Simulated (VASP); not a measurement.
# SiC (F-43m) in VASP: a series of runs

SiC is run at these levels: PBE+D3(BJ); tasks: relaxation of cell and atoms, single point.

All numbers are computed with VASP 6.6.1; they aren't measurements. Logs are shortened: lines on timing, memory, paths and dates and some standing lists are left out, and cuts for length are marked.

**What was measured.**

“Insight into the structural, elastic and electronic properties of a new orthorhombic 6O-SiC polytype”, 2020, pmc:7200658 quotes, for a bulk crystal of SiC: band gap 2.4 eV (indirect).

The runs below are set against these values where they give the same quantity.

## 1. The cell of the first run

It takes space group F-43m (No. 216, cubic). The conventional cell has a = 4.348 Å, b = 4.348 Å, c = 4.348 Å, α = 90.00°, β = 90.00°, γ = 90.00°. Within 2.5 Å of Si (site symmetry -43m) lie 4 C at 1.88 Å. Within 2.5 Å of C (site symmetry -43m) lie 4 Si at 1.88 Å.

## 2. Relaxation of cell and atoms, PBE+D3(BJ)

INCAR

```
PREC = Accurate
ENCUT = 600
EDIFF = 1E-6
ISMEAR = 0
SIGMA = 0.02
LREAL = False
LASPH = True
NELM = 60
ALGO = Normal
ISIF = 3
LWAVE = False
LCHARG = False
GGA = PE
IVDW = 12
IBRION = 2
NSW = 100
EDIFFG = -0.005
```

KPOINTS

```
Automatic mesh
0
Gamma
  12 12 12
```

POSCAR

```
SiC
1.0
    0.0000000000      2.1740000000      2.1740000000
    2.1740000000      0.0000000000      2.1740000000
    2.1740000000      2.1740000000      0.0000000000
Si C
1 1
Direct
    0.0000000000      0.0000000000      0.0000000000
    0.7500000000      0.7500000000      0.7500000000
```

Potentials or basis: VASP PAW PBE potentials, release 64 (Si, C).

Command:

```console
$ cat potpaw_PBE.64/Si/POTCAR potpaw_PBE.64/C/POTCAR > POTCAR
$ mpirun -np 1 vasp_std > vasp.out
```

OUTCAR:

```text
PREC = Accurate
   ENCUT = 600
   EDIFF = 1E-6
   ISMEAR = 0
   LREAL = False
   LASPH = True
   NELM = 60
   ISIF = 3
   GGA = PE
   IVDW = 12
   IBRION = 2
   NSW = 100
   EDIFFG = -0.005
 IVDW          = 12

 ion  position               nearest neighbor table
   1  0.000  0.000  0.000-   2 1.88   2 1.88   2 1.88   2 1.88
   2  0.750  0.750  0.750-   1 1.88   1 1.88   1 1.88   1 1.88

  LATTYP: Found a face centered cubic cell.
 ALAT       =     4.3480000000

  Lattice vectors:

 A1 = (   0.0000000000,   2.1740000000,   2.1740000000)
 A2 = (   2.1740000000,   0.0000000000,   2.1740000000)
 A3 = (   2.1740000000,   2.1740000000,   0.0000000000)

Analysis of symmetry for initial positions (statically):
=====================================================================
 Subroutine PRICEL returns:
 Original cell was already a primitive cell.

 Routine SETGRP: Setting up the symmetry group for a
 face centered cubic supercell.

 Subroutine GETGRP returns: Found 24 space group operations
 (whereof 24 operations were pure point group operations)
 out of a pool of 48 trial point group operations.

The static configuration has the point symmetry T_d .

Analysis of symmetry for dynamics (positions and initial velocities):
=====================================================================
 Subroutine PRICEL returns:
 Original cell was already a primitive cell.

 Routine SETGRP: Setting up the symmetry group for a
 face centered cubic supercell.

 Subroutine GETGRP returns: Found 24 space group operations
 (whereof 24 operations were pure point group operations)
 out of a pool of 48 trial point group operations.

The dynamic configuration has the point symmetry T_d .

 Subroutine INISYM returns: Found 24 space group operations
 (whereof 24 operations are pure point group operations),
 and found     1 'primitive' translations

----------------------------------------------------------------------------------------

                                     Primitive cell

  volume of cell :      20.5498

  direct lattice vectors                    reciprocal lattice vectors
     0.000000000  2.174000000  2.174000000    -0.229990800  0.229990800  0.229990800
     2.174000000  0.000000000  2.174000000     0.229990800 -0.229990800  0.229990800
     2.174000000  2.174000000  0.000000000     0.229990800  0.229990800 -0.229990800

  length of vectors
     3.074500285  3.074500285  3.074500285     0.398355752  0.398355752  0.398355752

  position of ions in fractional coordinates (direct lattice)
     0.000000000  0.000000000  0.000000000
     0.750000000  0.750000000  0.750000000

  ion indices of the primitive-cell ions
   primitive index   ion index
                 1           1
                 2           2

----------------------------------------------------------------------------------------

 KPOINTS: Automatic mesh

Automatic generation of k-mesh.
 Grid dimensions read from file:
 generate k-points for:   12   12   12

 Generating k-lattice:

  Cartesian coordinates                     Fractional coordinates (reciprocal lattice)
    -0.019165900  0.019165900  0.019165900     0.083333333  0.000000000  0.000000000
     0.019165900 -0.019165900  0.019165900     0.000000000  0.083333333  0.000000000
     0.019165900  0.019165900 -0.019165900     0.000000000  0.000000000  0.083333333

  Length of vectors
     0.033196313  0.033196313  0.033196313

  Shift w.r.t. Gamma in fractional coordinates (k-lattice)
     0.000000000  0.000000000  0.000000000

 Subroutine IBZKPT returns following result:
 ===========================================

 Found     72 irreducible k-points:

 Following reciprocal coordinates:
            Coordinates               Weight
  0.000000  0.000000  0.000000      1.000000
  0.083333  0.000000  0.000000      8.000000
  0.166667  0.000000  0.000000      8.000000
  0.250000  0.000000  0.000000      8.000000
  0.333333  0.000000  0.000000      8.000000
  0.416667  0.000000  0.000000      8.000000
[... 16 lines left out ...]
  0.500000  0.166667  0.000000     24.000000
 -0.416667  0.166667  0.000000     24.000000
 [... further k-points ...]
   k-points           NKPTS =     72   k-points in BZ     NKDIM =     72   number of bands    NBANDS=      8
   number of dos      NEDOS =    301   number of ions     NIONS =      2
   total plane-waves  NPLWV =  21952
   dimension x,y,z NGX =    28 NGY =   28 NGZ =   28
   dimension x,y,z NGXF=    56 NGYF=   56 NGZF=   56
   ions per type =               1   1
   NGX,Y,Z   is equivalent  to a cutoff of  15.14, 15.14, 15.14 a.u.
   NGXF,Y,Z  is equivalent  to a cutoff of  30.28, 30.28, 30.28 a.u.
 SYSTEM =  unknown system
   PREC   = accura    normal or accurate (medium, high low for compatibility)
   ISTART =      0    job   : 0-new  1-cont  2-samecut
   ICHARG =      2    charge: 1-file 2-atom 10-const
   ISPIN  =      1    spin polarized calculation?
   LNONCOLLINEAR =      F non collinear calculations
   LSORBIT =      F    spin-orbit coupling
   LASPH  =      T    aspherical Exc in radial PAW
   ENCUT  =  600.0 eV  44.10 Ry    6.64 a.u.   6.14  6.14  6.14*2*pi/ulx,y,z
   NELM   =     60;   NELMIN=  2; NELMDL= -5     # of ELM steps
   EDIFF  = 0.1E-05   stopping-criterion for ELM
   LREAL  =      F    real-space projection
   EDIFFG = -.5E-02   stopping-criterion for IOM
   NSW    =    100    number of steps for IOM
   IBRION =      2    ionic relax: 0-MD 1-quasi-New 2-CG
   NFREE  =      1    steps in history (QN), initial steepest desc. (CG)
   ISIF   =      3    stress and relaxation
   ISYM   =      2    0-nonsym 1-usesym 2-fastsym
   POTIM  = 0.5000    time-step for ionic-motion
   TEBEG  =    0.0;   TEEND  =   0.0 temperature during run
   PSTRESS=    0.0 pullay stress
   NELECT =       8.0000    total number of electrons
   NUPDOWN=      -1.0000    fix difference up-down
   EMIN   =  10.00;   EMAX   =-10.00  energy-range for DOS
   EFERMI =   0.00;   METHOD = LEGACY
   ISMEAR =     0;   SIGMA  =   0.02  broadening in eV -4-tet -1-fermi 0-gaus
   EFERMI_NEDOS =   21; number of points for ismear=-14 and -15
   IALGO  =     38    algorithm
   IMIX   =      4    mixing-type and parameters
     AMIX     =   0.40;   BMIX     =  1.00
     AMIX_MAG =   1.60;   BMIX_MAG =  1.00
  volume/ion in A,a.u.               =      10.27        69.34
  Fermi-wavevector in a.u.,A,eV,Ry     =   1.195369  2.258920 19.441458  1.428907
  Thomas-Fermi vector in A             =   2.331336
   LORBIT       =      0    0 simple, 1 ext, 2 COOP (PROOUT), +10 PAW based schemes
   GGA     = PE    functional components
   LHFCALC =     F    Hartree Fock is set to
   AEXX    =    0.0000 exact exchange contribution
   IVDW    =    12    specifies the selected vdW correction
   LEPSILON=     F    determine dielectric tensor
   LRPA    =     F    only Hartree local field effects (RPA)
 conjugate gradient relaxation of ions
 non-spin polarized calculation
 Gauss-broadening in eV      SIGMA  =   0.02
  energy-cutoff  :      600.00
  volume of cell :       20.55
 maximum number of plane-waves:       701
 NGX is ok and might be reduce to    28
   NGX = 13   NGY = 13   NGZ = 13

--------------------------------------- Ionic step        1  -------------------------------------------

 number of electron       8.0000000 magnetization

 Free energy of the ion-electron system (eV)
  ---------------------------------------------------
  ext. energy  EPLUGINS =         0.00000000
  ---------------------------------------------------
  free energy    TOTEN  =       -15.05570581 eV

  energy without entropy =      -15.05570581  energy(sigma->0) =      -15.05570581

------------------------ aborting loop because EDIFF is reached ----------------------------------------

 Edisp (eV)   -0.60639

 E8    (eV) :    -0.2279

  FORCE on cell =-STRESS in cart. coord.  units (eV):
  Direction    XX          YY          ZZ          XY          YZ          ZX
  --------------------------------------------------------------------------------------
  -------------------------------------------------------------------------------------
  Total      -0.01064    -0.01064    -0.01064     0.00000     0.00000     0.00000
  in kB      -0.82978    -0.82978    -0.82978     0.00000     0.00000     0.00000
  external pressure =       -0.83 kB  Pullay stress =        0.00 kB

 VOLUME and BASIS-vectors are now :
 -----------------------------------------------------------------------------
  energy-cutoff  :      600.00
  volume of cell :       20.55
      direct lattice vectors                 reciprocal lattice vectors
     0.000000000  2.174000000  2.174000000    -0.229990800  0.229990800  0.229990800
     2.174000000  0.000000000  2.174000000     0.229990800 -0.229990800  0.229990800
     2.174000000  2.174000000  0.000000000     0.229990800  0.229990800 -0.229990800

 POSITION                                       TOTAL-FORCE (eV/Angst)
 -----------------------------------------------------------------------------------
      0.00000      0.00000      0.00000         0.000000      0.000000      0.000000
      3.26100      3.26100      3.26100        -0.000000     -0.000000     -0.000000
 -----------------------------------------------------------------------------------
    total drift:                                0.000000      0.000000      0.000000

  FREE ENERGIE OF THE ION-ELECTRON SYSTEM (eV)
  ---------------------------------------------------
  free  energy   TOTEN  =       -15.6620997945 eV

  energy  without entropy=      -15.6620997945  energy(sigma->0) =      -15.66209979

--------------------------------------- Ionic step        2  -------------------------------------------

 number of electron       8.0000000 magnetization

 Free energy of the ion-electron system (eV)
  ---------------------------------------------------
  ext. energy  EPLUGINS =         0.00000000
  ---------------------------------------------------
  free energy    TOTEN  =       -15.05523957 eV

  energy without entropy =      -15.05523957  energy(sigma->0) =      -15.05523957

 E-fermi :   8.3373     XC(G=0): -11.3896

 val. band max:        8.1923593598   @ k =   0.0000   0.0000   0.0000
 cond. band min:       9.5427399002   @ k =   0.5000   0.5000   0.0000
 fundamental gap:      1.3503805404
 Fermi energy:         8.3372578688

 k-point     1 :       0.0000    0.0000    0.0000
  band No.  band energies     occupation
      1      -7.2709      2.00000
      2       8.1924      2.00000
      3       8.1924      2.00000
      4       8.1924      2.00000
      5      14.5159      0.00000
      6      15.5542      0.00000
      7      15.5542      0.00000
      8      15.5542      0.00000

 k-point     2 :       0.0833    0.0000    0.0000
  band No.  band energies     occupation
      1      -7.1343      2.00000
      2       7.4654      2.00000
      3       8.0974      2.00000
      4       8.0974      2.00000
      5      14.7480      0.00000
      6      15.7142      0.00000
      7      15.7308      0.00000
      8      15.7308      0.00000

 k-point     3 :       0.1667    0.0000    0.0000
  band No.  band energies     occupation
      1      -6.7283      2.00000
      2       5.8175      2.00000
      3       7.8623      2.00000
      4       7.8623      2.00000
      5      14.6060      0.00000
      6      16.0732      0.00000
      7      16.0732      0.00000
      8      16.6175      0.00000
[... 210 lines left out ...]
 k-point    23 :       0.5000    0.1667    0.0000
  band No.  band energies     occupation
      1      -3.5349      2.00000
      2       0.3899      2.00000
      3       5.4131      2.00000
      4       6.4360      2.00000
      5      13.0539      0.00000
      6      16.0781      0.00000
      7      17.0965      0.00000
      8      18.9058      0.00000

 k-point    24 :      -0.4167    0.1667    0.0000
  band No.  band energies     occupation
      1      -3.3523      2.00000
      2       0.1481      2.00000
      3       5.0975      2.00000
      4       6.6769      2.00000
      5      13.3638      0.00000
      6      15.9857      0.00000
      7      16.7759      0.00000
      8      19.4429      0.00000

 [... further k-points ...]

------------------------ aborting loop because EDIFF is reached ----------------------------------------

 Edisp (eV)   -0.60686

 E8    (eV) :    -0.2280

  FORCE on cell =-STRESS in cart. coord.  units (eV):
  Direction    XX          YY          ZZ          XY          YZ          ZX
  --------------------------------------------------------------------------------------
  -------------------------------------------------------------------------------------
  Total       0.00884     0.00884     0.00884     0.00000     0.00000    -0.00000
  in kB       0.68955     0.68955     0.68955     0.00000     0.00000    -0.00000
  external pressure =        0.69 kB  Pullay stress =        0.00 kB

 VOLUME and BASIS-vectors are now :
 -----------------------------------------------------------------------------
  energy-cutoff  :      600.00
  volume of cell :       20.53
      direct lattice vectors                 reciprocal lattice vectors
     0.000000000  2.173441888  2.173441888    -0.230049859  0.230049859  0.230049859
     2.173441888  0.000000000  2.173441888     0.230049859 -0.230049859  0.230049859
     2.173441888  2.173441888  0.000000000     0.230049859  0.230049859 -0.230049859

 POSITION                                       TOTAL-FORCE (eV/Angst)
 -----------------------------------------------------------------------------------
      0.00000      0.00000      0.00000        -0.000000     -0.000000     -0.000000
      3.26016      3.26016      3.26016         0.000000      0.000000      0.000000
 -----------------------------------------------------------------------------------
    total drift:                                0.000000      0.000000      0.000000

  FREE ENERGIE OF THE ION-ELECTRON SYSTEM (eV)
  ---------------------------------------------------
  free  energy   TOTEN  =       -15.6621011720 eV

  energy  without entropy=      -15.6621011720  energy(sigma->0) =      -15.66210117

 reached required accuracy - stopping structural energy minimisation
```

Wall time 13 s (1 thread of Intel Xeon Platinum 8488C (Sapphire Rapids), shared host); peak memory 0.16 GiB.

Results:

* Free energy: -15.6621 eV
* Relaxed volume: 10.27 Å³/atom
* Relaxed cell: a = 3.074 Å, b = 3.074 Å, c = 3.074 Å, α = 60.00°, β = 60.00°, γ = 60.00°
* Space group after relaxing (to 0.05 Å): F-43m (No. 216)
* Energy gained by relaxing: 0.0 meV/atom
* Ionic steps: 2
* Pressure after relaxing: 0.1 GPa
* Band gap on the k mesh: 1.35 eV, indirect (least direct gap 4.55 eV)
* Dispersion energy per atom: -0.303 eV

Final structure:
```
CELL_PARAMETERS angstrom
0.00000 2.17344 2.17344
2.17344 0.00000 2.17344
2.17344 2.17344 0.00000
ATOMIC_POSITIONS crystal
Si 0.00000 0.00000 0.00000
C 0.75000 0.75000 0.75000
```

A k mesh can miss the band edges. As with any semilocal functional, this PBE gap is likely too small.

## 3. Single point, PBE+D3(BJ)

INCAR

```
SYSTEM = SiC
PREC = Accurate ; ENCUT = 520
EDIFF = 1E-6 ; ISMEAR = 0
SIGMA = 0.02 ; LREAL = .False.
LASPH = .True. ; NELM = 100
ALGO = Normal ; ISIF = 2
LWAVE = .False. ; LCHARG = .True.
GGA = PE ; IVDW = 12
LELF = .True. ; LVHAR = .True.
NBANDS = 11
```

KPOINTS

```
Automatic mesh
0
Gamma
  12 12 12
  0 0 0
```

POSCAR

```
SiC
1.0
    0.0000000000      2.1743531183      2.1743531183
    2.1743531183      0.0000000000      2.1743531183
    2.1743531183      2.1743531183      0.0000000000
Si C
1 1
Direct
    0.0000000000      0.0000000000      0.0000000000
    0.7500000000      0.7500000000      0.7500000000
```

Potentials or basis: VASP PAW PBE potentials, release 64 (Si, C).

Command:

```console
$ cat potpaw_PBE.64/Si/POTCAR potpaw_PBE.64/C/POTCAR > POTCAR
$ mpirun -np 1 vasp_std > vasp.out
```

Wall time 10 s (1 thread of Intel Xeon 6975P-C, shared host); peak memory 0.15 GiB.

Results (log left out):

```yaml
Free_energy: -15.6607 eV
Pressure: -0.1 GPa
Band_gap_on_the_k_mesh: 1.35 eV, indirect (least direct gap 4.55 eV)
Dispersion_energy_per_atom: -0.303 eV
```

Levels at points of the mesh, in eV from the valence-band top:
```csv
k point,band 1,band 2,band 3,band 4,band 5,band 6,band 7,band 8
"(0.00, 0.00, 0.00)",-15.45,0.00,0.00,0.00,6.31,7.35,7.35,7.35
"(0.50, 0.00, 0.00)",-11.86,-8.57,-1.05,-1.05,5.49,7.25,7.25,10.09
"(0.50, 0.50, 0.00)",-10.41,-7.81,-3.20,-3.20,1.35,4.34,14.11,14.11
```

## 4. Against experiment

Step 3. Measured gap of SiC: 2.4 eV (indirect; quoted in “Insight into the structural, elastic and electronic properties of a new orthorhombic 6O-SiC polytype”, 2020, pmc:7200658). This calculation gives 1.35 eV (-1.05 eV). The value is that of PBE+D3(BJ) on a finite k mesh, which can miss the band edges, without temperature or zero-point motion. Semilocal functionals fall short of measured gaps as a rule.
